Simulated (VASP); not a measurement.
ScAl2, 6 atoms in the cell. Symmetry: Fd-3m, No. 227, cubic system. The conventional cell has a = 7.240 Å, b = 7.240 Å, c = 7.240 Å, α = 90.00°, β = 90.00°, γ = 90.00°. Sc (site symmetry -43m) has 12 Al at 3.00 Å and 4 Sc at 3.14 Å within 4.0 Å. Within 3.4 Å of Al (site symmetry -3m) lie 6 Al at 2.56 Å and 6 Sc at 3.00 Å.  This cell differs from its parent crystal: volume scaled by 0.88.

| Property | Result |
| --- | --- |
| Program | VASP 6.6.1 |
| Task | single point |
| Functional | r2SCAN |
| Potentials or basis | VASP PAW PBE potentials, release 64 (Sc_sv, Al) |
| Cutoff | 520 eV |
| k mesh | 8 × 8 × 8 |
| Occupations | gaussian, width 0.1 eV |
| Spin | no spin polarisation |
| Dipole correction | no |
| Further INCAR settings | ALGO = Normal; EDIFF = 1e-06; NBANDS = 26 |

Potentials or basis: VASP PAW PBE potentials, release 64 (Sc_sv, Al).

The run is started by

```bash
$ cat potpaw_PBE.64/Sc_sv/POTCAR potpaw_PBE.64/Al/POTCAR > POTCAR
$ cp INCAR.step1 INCAR
$ mpirun -np 1 vasp_std > vasp.out
$ cp INCAR.step2 INCAR
$ mpirun -np 1 vasp_std > vasp.out
```

Hardware: 1 thread of AMD EPYC 9R45 96-Core Processor (Zen 5), with other jobs on the host.

Question: How long does it take, and how much memory?

Answer: It took 4.1 min on 1 thread of AMD EPYC 9R45 96-Core Processor (Zen 5), with other jobs on the host, peak memory 0.25 GiB. Counts: k points 29.
